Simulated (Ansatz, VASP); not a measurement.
**Mo: VASP beside Ansatz**

File INCAR:

```
PREC     = Accurate       # precision mode
ENCUT    = 520            # plane-wave cutoff, eV
EDIFF    = 1E-6           # SCF threshold, eV
ISMEAR   = 0              # smearing method
SIGMA    = 0.15           # smearing width, eV
LREAL    = F              # projectors in reciprocal space
LASPH    = T              # aspherical terms in the spheres
NELM     = 60             # most SCF steps
ALGO     = Fast           # electronic algorithm
ISIF     = 2              # what is computed and relaxed
LWAVE    = F              # write WAVECAR
LCHARG   = T              # write CHGCAR
GGA      = PE             # functional
LELF     = T              # ELF
LVHAR    = T            
NBANDS   = 13             # bands
```

Contents of KPOINTS:

```
Automatic mesh
0
Gamma
  22 22 22
```

POSCAR

```
Mo
1.0
   -1.5710000000      1.5710000000      1.4453200000
    1.5710000000     -1.5710000000      1.4453200000
    1.5710000000      1.5710000000     -1.4453200000
Mo
1
Direct
    0.0000000000      0.0000000000      0.0000000000
```

Input for Ansatz:

```yaml
crystal:
  lattice:
    - [-1.571, 1.571, 1.44532]
    - [1.571, -1.571, 1.44532]
    - [1.571, 1.571, -1.44532]
  atoms:
    - { symbol: Mo, position: [0.0, 0.0, 0.0] }
basis:
  ecutwfc: 420
kpoints:
  mp_grid: { grid: [22, 22, 22] }
hamiltonian:
  xc: pbe
scf:
  occupations: { method: gaussian, width: 0.15 }
output:
  forces: true
  stress: true
  eigenvalues: true
```

Change from the starting cell: strain +0.000 along x and y, -0.080 along z, atoms carried along.

Alike in both runs: task single point; functional PBE; k mesh 22 × 22 × 22; occupations gaussian, width 0.15 eV; no spin polarisation.

|  | VASP | Ansatz |
| --- | --- | --- |
| version | VASP 6.6.1 | Ansatz 0.2.0 |
| potentials or method | VASP PAW PBE potentials, release 64 (Mo_sv), cutoff 520 eV | scalar-relativistic, plane waves, PAW |
| valence electrons in the cell | 14 | 14 |

Ansatz gave:

| Item | Value |
| --- | --- |
| gap on the k mesh at the Fermi level (eV) | none |
| pressure (GPa) | 33.5 |
| traceless stress, the component that is largest in VASP (GPa) | 20.38 |

Q: What did VASP give for the same quantities?

A: gap on the k mesh at the Fermi level (eV): none; pressure (GPa): 34.3; traceless stress, the component that is largest in VASP (GPa): 20.38.

A gap of «none» marks a metal or a gap that the smearing closes. Both programs put the cell under a high pressure, so it lies far from rest at this level.
